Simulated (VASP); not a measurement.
# Al3N in VASP: further runs

Al3N is run at these levels: PBEsol; tasks: single point.

Program: VASP 6.6.1. These are calculated values, not measurements. Logs are shortened: lines on timing, memory, paths and dates and some standing lists are left out, and cuts for length are marked.

## 1. The cell of the first run

The cell holds a slab with vacuum, 4 atoms: a = 2.839 Å, b = 2.839 Å, c = 19.641 Å, α = 90.00°, β = 90.00°, γ = 90.00°.

## 2. Single point, PBEsol

Contents of INCAR:

```
ALGO = Normal
DIPOL = 0.5 0.5 0.358
EDIFF = 1E-7
ENCUT = 520
GGA = PS
IDIPOL = 3
ISIF = 2
ISMEAR = 0
LASPH = True
LCHARG = True
LDIPOL = True
LELF = True
LREAL = False
LVACPOTAV = True
LVHAR = True
LWAVE = False
NBANDS = 15
NELM = 80
PREC = Accurate
SIGMA = 0.1
```

Contents of KPOINTS:

```
k-points
0
Gamma
  9 9 1
```

Contents of POSCAR:

```
Al3N
1.0
    2.8394270062      0.0000000000      0.0000000000
    0.0000000000      2.8394270062      0.0000000000
    0.0000000000      0.0000000000     19.6413451746
Al N
3 1
Direct
    0.5000000000      0.5000000000      0.2036520393
    0.0000000000      0.0000000000      0.3090064780
    0.5000000000      0.5000000000      0.4145003869
    0.5000000000      0.5000000000      0.5061156382
```

Potentials or basis: VASP PAW PBE potentials, release 64 (Al, N).

Command:

```sh
cat potpaw_PBE.64/Al/POTCAR potpaw_PBE.64/N/POTCAR > POTCAR
mpirun -np 1 vasp_std > vasp.out
```

OUTCAR:

```text
EDIFF = 1E-7
   ENCUT = 520
   GGA = PS
   ISIF = 2
   ISMEAR = 0
   LASPH = True
   LREAL = False
   NELM = 80
   PREC = Accurate

 ion  position               nearest neighbor table
   1  0.500  0.500  0.204-   2 2.88   2 2.88   2 2.88   2 2.88
   2  0.000  0.000  0.309-   1 2.88   1 2.88   1 2.88   1 2.88   3 2.89   3 2.89   3 2.89   3 2.89

   3  0.500  0.500  0.415-   4 1.80   2 2.89   2 2.89   2 2.89   2 2.89
   4  0.500  0.500  0.506-   3 1.80

  LATTYP: Found a simple tetragonal cell.
 ALAT       =     2.8394270062
 C/A-ratio  =     6.9173622466

  Lattice vectors:

 A1 = (   2.8394270062,   0.0000000000,   0.0000000000)
 A2 = (   0.0000000000,   2.8394270062,   0.0000000000)
 A3 = (   0.0000000000,   0.0000000000,  19.6413451746)

Analysis of symmetry for initial positions (statically):
=====================================================================
 Subroutine PRICEL returns:
 Original cell was already a primitive cell.

 Routine SETGRP: Setting up the symmetry group for a
 simple tetragonal supercell.

 Subroutine GETGRP returns: Found  8 space group operations
 (whereof  8 operations were pure point group operations)
 out of a pool of 16 trial point group operations.

The static configuration has the point symmetry C_4v.

Analysis of symmetry for dynamics (positions and initial velocities):
=====================================================================
 Subroutine PRICEL returns:
 Original cell was already a primitive cell.

 Routine SETGRP: Setting up the symmetry group for a
 simple tetragonal supercell.

 Subroutine GETGRP returns: Found  8 space group operations
 (whereof  8 operations were pure point group operations)
 out of a pool of 16 trial point group operations.

The dynamic configuration has the point symmetry C_4v.

 Subroutine INISYM returns: Found  8 space group operations
 (whereof  8 operations are pure point group operations),
 and found     1 'primitive' translations

----------------------------------------------------------------------------------------

                                     Primitive cell

  volume of cell :     158.3553

  direct lattice vectors                    reciprocal lattice vectors
     2.839427006  0.000000000  0.000000000     0.352183732  0.000000000  0.000000000
     0.000000000  2.839427006  0.000000000     0.000000000  0.352183732  0.000000000
     0.000000000  0.000000000 19.641345175     0.000000000  0.000000000  0.050913010

  length of vectors
     2.839427006  2.839427006 19.641345175     0.352183732  0.352183732  0.050913010

  position of ions in fractional coordinates (direct lattice)
     0.500000000  0.500000000  0.203652039
     0.000000000  0.000000000  0.309006478
     0.500000000  0.500000000  0.414500387
     0.500000000  0.500000000  0.506115638

  ion indices of the primitive-cell ions
   primitive index   ion index
                 1           1
                 2           2
                 3           3
                 4           4

----------------------------------------------------------------------------------------

 KPOINTS: k-points

Automatic generation of k-mesh.
 Grid dimensions read from file:
 generate k-points for:    9    9    1

 Generating k-lattice:

  Cartesian coordinates                     Fractional coordinates (reciprocal lattice)
     0.039131526  0.000000000  0.000000000     0.111111111  0.000000000  0.000000000
     0.000000000  0.039131526  0.000000000     0.000000000  0.111111111  0.000000000
     0.000000000  0.000000000  0.050913010     0.000000000  0.000000000  1.000000000

  Length of vectors
     0.039131526  0.039131526  0.050913010

  Shift w.r.t. Gamma in fractional coordinates (k-lattice)
     0.000000000  0.000000000  0.000000000

 Subroutine IBZKPT returns following result:
 ===========================================

 Found     15 irreducible k-points:

 Following reciprocal coordinates:
            Coordinates               Weight
  0.000000  0.000000  0.000000      1.000000
  0.111111  0.000000  0.000000      4.000000
  0.222222  0.000000  0.000000      4.000000
  0.333333  0.000000  0.000000      4.000000
  0.444444  0.000000  0.000000      4.000000
  0.111111  0.111111  0.000000      4.000000
  0.222222  0.111111  0.000000      8.000000
  0.333333  0.111111  0.000000      8.000000
  0.444444  0.111111  0.000000      8.000000
  0.222222  0.222222  0.000000      4.000000
  0.333333  0.222222  0.000000      8.000000
  0.444444  0.222222  0.000000      8.000000
  0.333333  0.333333  0.000000      4.000000
  0.444444  0.333333  0.000000      8.000000
  0.444444  0.444444  0.000000      4.000000
   k-points           NKPTS =     15   k-points in BZ     NKDIM =     15   number of bands    NBANDS=     15
   number of dos      NEDOS =    301   number of ions     NIONS =      4
   total plane-waves  NPLWV =  86400
   dimension x,y,z NGX =    24 NGY =   24 NGZ =  150
   dimension x,y,z NGXF=    48 NGYF=   48 NGZF=  300
   ions per type =               3   1
   NGX,Y,Z   is equivalent  to a cutoff of  14.05, 14.05, 12.70 a.u.
   NGXF,Y,Z  is equivalent  to a cutoff of  28.10, 28.10, 25.39 a.u.
 SYSTEM =  unknown system
   PREC   = accura    normal or accurate (medium, high low for compatibility)
   ISTART =      0    job   : 0-new  1-cont  2-samecut
   ICHARG =      2    charge: 1-file 2-atom 10-const
   ISPIN  =      1    spin polarized calculation?
   LNONCOLLINEAR =      F non collinear calculations
   LSORBIT =      F    spin-orbit coupling
   LASPH  =      T    aspherical Exc in radial PAW
   ENCUT  =  520.0 eV  38.22 Ry    6.18 a.u.   5.28  5.28 36.52*2*pi/ulx,y,z
   NELM   =     80;   NELMIN=  2; NELMDL= -5     # of ELM steps
   EDIFF  = 0.1E-06   stopping-criterion for ELM
   LREAL  =      F    real-space projection
   EDIFFG = 0.1E-05   stopping-criterion for IOM
   NSW    =      0    number of steps for IOM
   IBRION =     -1    ionic relax: 0-MD 1-quasi-New 2-CG
   NFREE  =      0    steps in history (QN), initial steepest desc. (CG)
   ISIF   =      2    stress and relaxation
   ISYM   =      2    0-nonsym 1-usesym 2-fastsym
   POTIM  = 0.5000    time-step for ionic-motion
   TEBEG  =    0.0;   TEEND  =   0.0 temperature during run
   PSTRESS=    0.0 pullay stress
   NELECT =      14.0000    total number of electrons
   NUPDOWN=      -1.0000    fix difference up-down
   EMIN   =  10.00;   EMAX   =-10.00  energy-range for DOS
   EFERMI =   0.00;   METHOD = LEGACY
   ISMEAR =     0;   SIGMA  =   0.10  broadening in eV -4-tet -1-fermi 0-gaus
   EFERMI_NEDOS =   21; number of points for ismear=-14 and -15
   IALGO  =     38    algorithm
   IMIX   =      4    mixing-type and parameters
     AMIX     =   0.40;   BMIX     =  1.00
     AMIX_MAG =   1.60;   BMIX_MAG =  1.00
  volume/ion in A,a.u.               =      39.59       267.16
  Fermi-wavevector in a.u.,A,eV,Ry     =   0.729301  1.378178  7.236660  0.531880
  Thomas-Fermi vector in A             =   1.820989
   LORBIT       =      0    0 simple, 1 ext, 2 COOP (PROOUT), +10 PAW based schemes
   GGA     = PS    functional components
   LHFCALC =     F    Hartree Fock is set to
   AEXX    =    0.0000 exact exchange contribution
   IVDW    =     0    specifies the selected vdW correction
   LEPSILON=     F    determine dielectric tensor
   LRPA    =     F    only Hartree local field effects (RPA)
 non-spin polarized calculation
 Gauss-broadening in eV      SIGMA  =   0.10
  energy-cutoff  :      520.00
  volume of cell :      158.36
 maximum number of plane-waves:      4292
 NGX is ok and might be reduce to    24
   NGX = 11   NGY = 11   NGZ = 73

 number of electron      14.0000000 magnetization

 dipolmoment           0.000000      0.000000      0.196312 electrons x Angstroem

 Free energy of the ion-electron system (eV)
  ---------------------------------------------------
  ext. energy  EPLUGINS =         0.00000000
  ---------------------------------------------------
  free energy    TOTEN  =       -16.37942970 eV

  energy without entropy =      -16.37054290  energy(sigma->0) =      -16.37498630

 E-fermi :  -1.4901     XC(G=0):  -4.7785

 val. band max:       -1.5130830242   @ k =   0.4444   0.0000   0.0000
 cond. band min:      -1.3833039018   @ k =   0.4444   0.1111   0.0000
 fundamental gap:      0.1297791224
 Fermi energy:        -1.4901473916

 k-point     1 :       0.0000    0.0000    0.0000
  band No.  band energies     occupation
      1     -14.7986      2.00000
      2     -11.8513      2.00000
      3      -9.4146      2.00000
      4      -5.9262      2.00000
      5      -3.4897      2.00000
      6      -0.7707      0.00000
      7      -0.4653      0.00000
      8      -0.4653      0.00000
      9       2.1246      0.00000
     10       3.7388      0.00000
     11       4.5442      0.00000
     12       4.9547      0.00000
     13       4.9547      0.00000
     14       5.6336      0.00000
     15       6.6275      0.00000

 k-point     2 :       0.1111    0.0000    0.0000
  band No.  band energies     occupation
      1     -14.7036      2.00000
      2     -11.6303      2.00000
      3      -9.2015      2.00000
      4      -5.7275      2.00000
      5      -3.3560      2.00000
      6      -1.1838      0.00001
      7      -0.4254      0.00000
      8      -0.4054      0.00000
      9       1.7934      0.00000
     10       2.3546      0.00000
     11       3.8547      0.00000
     12       4.1224      0.00000
     13       5.1475      0.00000
     14       5.8679      0.00000
     15       6.3809      0.00000
[... 203 lines left out ...]
      3      -4.6004      2.00000
      4      -4.3476      2.00000
      5      -3.2948      2.00000
      6      -2.5575      2.00000
      7      -2.3921      2.00000
      8      -1.7280      1.99923
      9      -0.3943      0.00000
     10       0.0409      0.00000
     11       1.3647      0.00000
     12       1.6268      0.00000
     13       2.0128      0.00000
     14       3.4331      0.00000
     15       3.7061      0.00000

 k-point    15 :       0.4444    0.4444    0.0000
  band No.  band energies     occupation
      1     -13.1748      2.00000
      2      -4.9860      2.00000
      3      -3.7891      2.00000
      4      -3.4590      2.00000
      5      -3.0014      2.00000
      6      -2.6240      2.00000
      7      -2.1043      2.00000
      8      -1.8630      2.00000
      9      -1.0466      0.00000
     10      -0.7655      0.00000
     11       0.1910      0.00000
     12       1.2873      0.00000
     13       1.5451      0.00000
     14       2.2256      0.00000
     15       3.5188      0.00000

------------------------ aborting loop because EDIFF is reached ----------------------------------------

  FORCE on cell =-STRESS in cart. coord.  units (eV):
  Direction    XX          YY          ZZ          XY          YZ          ZX
  --------------------------------------------------------------------------------------
  -------------------------------------------------------------------------------------
  Total       -2.8607930     -2.8607930      0.0873981      0.0000000      0.0000000      0.0000000
  in kB      -28.9443881    -28.9443881      0.8842603      0.0000000      0.0000000      0.0000000
  external PRESSURE =     -19.0015053 kB  Pullay stress =       0.0000000 kB

 VOLUME and BASIS-vectors are now :
 -----------------------------------------------------------------------------
  energy-cutoff  :      520.00
  volume of cell :      158.36
      direct lattice vectors                 reciprocal lattice vectors
     2.839427006  0.000000000  0.000000000     0.352183732  0.000000000  0.000000000
     0.000000000  2.839427006  0.000000000     0.000000000  0.352183732  0.000000000
     0.000000000  0.000000000 19.641345175     0.000000000  0.000000000  0.050913010

 POSITION                                       TOTAL-FORCE (eV/Angst)
 -----------------------------------------------------------------------------------
      1.41971      1.41971      4.00000         0.000000      0.000000     -0.111055
      0.00000      0.00000      6.06930         0.000000     -0.000000      0.225316
      1.41971      1.41971      8.14135         0.000000      0.000000     -0.162012
      1.41971      1.41971      9.94079         0.000000     -0.000000      0.047751
 -----------------------------------------------------------------------------------
    total drift:                                0.000000      0.000000     -0.000346

  FREE ENERGIE OF THE ION-ELECTRON SYSTEM (eV)
  ---------------------------------------------------
  free  energy   TOTEN  =       -16.3794296971 eV

  energy  without entropy=      -16.3705428968  energy(sigma->0) =      -16.37498630

 vacuum level on the upper side and lower side of the slab         7.137         2.731
```

Wall time 62 s (1 thread of Intel Xeon Platinum 8488C (Sapphire Rapids), shared host); peak memory 0.28 GiB.

What came out:

```
Free energy            : -16.3794 eV
Largest force          : 0.225 eV/Å
Band gap on the k mesh : zero (bands 7 and 8 overlap by 1.44 eV)
```

Forces in eV/Å, atoms in the order of the input:
```
Al   0.000  0.000 -0.111
Al   0.000  0.000  0.225
Al   0.000  0.000 -0.162
N    0.000  0.000  0.048
```

Levels at points of the mesh, in eV from the Fermi level:
| k point | band 4 | band 5 | band 6 | band 7 | band 8 | band 9 | band 10 | band 11 |
| --- | --- | --- | --- | --- | --- | --- | --- | --- |
| (0.00, 0.00, 0.00) | -4.44 | -2.00 | 0.72 | 1.02 | 1.02 | 3.61 | 5.23 | 6.03 |

Caveat: the PAW data sets were made with another functional, which shifts forces and pressure a little.

## 3. Single point, PBEsol

Contents of INCAR:

```
  PREC = Accurate
  ENCUT = 520
  EDIFF = 1E-7
  ISMEAR = 0
  SIGMA = 0.1
  LREAL = False
  LASPH = True
  NELM = 80
  ALGO = Normal
  ISIF = 2
  LWAVE = False
  LCHARG = False
  LDIPOL = True
  IDIPOL = 3
  DIPOL = 0.5 0.5 0.336
  GGA = PS
  NBANDS = 15
```

Contents of KPOINTS:

```
Automatic mesh
0
Gamma
  9 9 1
```

POSCAR: that of step 2 with these lines changed.

```diff
@@ -11,2 +11,2 @@
     0.5000000000      0.5000000000      0.4145003869
-    0.5000000000      0.5000000000      0.5061156382
+    1.0000000000      1.0000000000      0.4182310712
```

Potentials or basis: VASP PAW PBE potentials, release 64 (Al, N).

Command:

```sh
cat potpaw_PBE.64/Al/POTCAR potpaw_PBE.64/N/POTCAR > POTCAR
mpirun -np 1 vasp_std > vasp.out
```

OUTCAR:

```text
PREC = Accurate
   ENCUT = 520
   EDIFF = 1E-7
   ISMEAR = 0
   LREAL = False
   LASPH = True
   NELM = 80
   ISIF = 2
   GGA = PS

 ion  position               nearest neighbor table
   1  0.500  0.500  0.204-   2 2.88   2 2.88   2 2.88   2 2.88
   2  0.000  0.000  0.309-   4 2.15   1 2.88   1 2.88   1 2.88   1 2.88   3 2.89   3 2.89   3 2.89
                             3 2.89
   3  0.500  0.500  0.415-   4 2.01   4 2.01   4 2.01   4 2.01   2 2.89   2 2.89   2 2.89   2 2.89

   4  0.000  0.000  0.418-   3 2.01   3 2.01   3 2.01   3 2.01   2 2.15

  LATTYP: Found a simple tetragonal cell.
 ALAT       =     2.8394270062
 C/A-ratio  =     6.9173622466
[... 464 lines left out ...]
  -------------------------------------------------------------------------------------
  Total       -3.5649422     -3.5649422      0.2259160      0.0000000      0.0000000      0.0000000
  in kB      -36.0686948    -36.0686948      2.2857301      0.0000000      0.0000000      0.0000000
  external PRESSURE =     -23.2838865 kB  Pullay stress =       0.0000000 kB

 VOLUME and BASIS-vectors are now :
 -----------------------------------------------------------------------------
  energy-cutoff  :      520.00
  volume of cell :      158.36
      direct lattice vectors                 reciprocal lattice vectors
     2.839427006  0.000000000  0.000000000     0.352183732  0.000000000  0.000000000
     0.000000000  2.839427006  0.000000000     0.000000000  0.352183732  0.000000000
     0.000000000  0.000000000 19.641345175     0.000000000  0.000000000  0.050913010

 POSITION                                       TOTAL-FORCE (eV/Angst)
 -----------------------------------------------------------------------------------
      1.41971      1.41971      4.00000        -0.000000     -0.000000     -0.014781
      0.00000      0.00000      6.06930         0.000000      0.000000     -0.084888
      1.41971      1.41971      8.14135        -0.000000      0.000000      0.092639
      0.00000      0.00000      8.21462        -0.000000      0.000000      0.007029
 -----------------------------------------------------------------------------------
    total drift:                                0.000000      0.000000     -0.000075

  FREE ENERGIE OF THE ION-ELECTRON SYSTEM (eV)
  ---------------------------------------------------
  free  energy   TOTEN  =       -21.5265932882 eV

  energy  without entropy=      -21.5202053932  energy(sigma->0) =      -21.52339934

 vacuum level on the upper side and lower side of the slab         3.449         4.689
```

stdout:

```text
POSCAR found type information on POSCAR AlN
 POSCAR found :  2 types and       4 ions
 scaLAPACK will be used
 -----------------------------------------------------------------------------
|                                                                             |
|                                                                             |
|     You enforced a specific xc type in the INCAR file but a different       |
|     I HOPE YOU KNOW WHAT YOU ARE DOING!                                     |
|                                                                             |
 -----------------------------------------------------------------------------

 LDA part: xc-table for (Slater+PW92), standard interpolation
 POSCAR, INCAR and KPOINTS ok, starting setup
 FFT: planning ... GRIDC
 FFT: planning ... GRID_SOFT
 FFT: planning ... GRID
 WAVECAR not read
 entering main loop
```

Run time: 66 s. Hardware: 1 thread of Intel Xeon Platinum 8488C (Sapphire Rapids), shared host; peak memory 0.28 GiB.

Results:

* Free energy: -21.5266 eV
* Largest force: 0.093 eV/Å
* Band gap on the k mesh: zero (bands 7 and 8 overlap by 0.88 eV)

Forces in eV/Å, atoms in the order of the input:
```
Al   0.000  0.000 -0.015
Al   0.000  0.000 -0.085
Al   0.000  0.000  0.093
N    0.000  0.000  0.007
```

Caveat: the PAW data sets were made with another functional, which shifts forces and pressure a little.
